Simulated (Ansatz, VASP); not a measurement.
One calculation of ZnO, two programs

```
CELL_PARAMETERS angstrom
2.84849 0.00000 0.00000
0.00000 2.84849 0.00000
0.00000 0.00000 4.75141
ATOMIC_POSITIONS crystal
Zn 0.00000 0.00000 0.50000
O 0.50000 0.50000 0.50000
```

Alike in both runs: functional PBE; k mesh 20 × 20 × 14; occupations gaussian, width 0.1 eV; no spin polarisation.

Ansatz relaxed the structure, and its values are those at the end. VASP's run is a single point on that final structure, the one shown.

|  | VASP | Ansatz |
| --- | --- | --- |
| version | VASP 6.6.1 | Ansatz 0.2.0 |
| potentials or method | VASP PAW PBE potentials, release 64 (Zn, O), cutoff 520 eV | scalar-relativistic, plane waves, PAW |
| valence electrons in the cell | 18 | 18 |

|  | VASP | Ansatz | Ansatz less VASP |
| --- | --- | --- | --- |
| gap on the k mesh at the Fermi level (eV) | 0.21 | 0.22 | +0.014 |
| least direct gap on the mesh (eV) | 2.77 | 2.79 | +0.026 |
| pressure (GPa) | 0.6 | 0.0 | -0.63 |
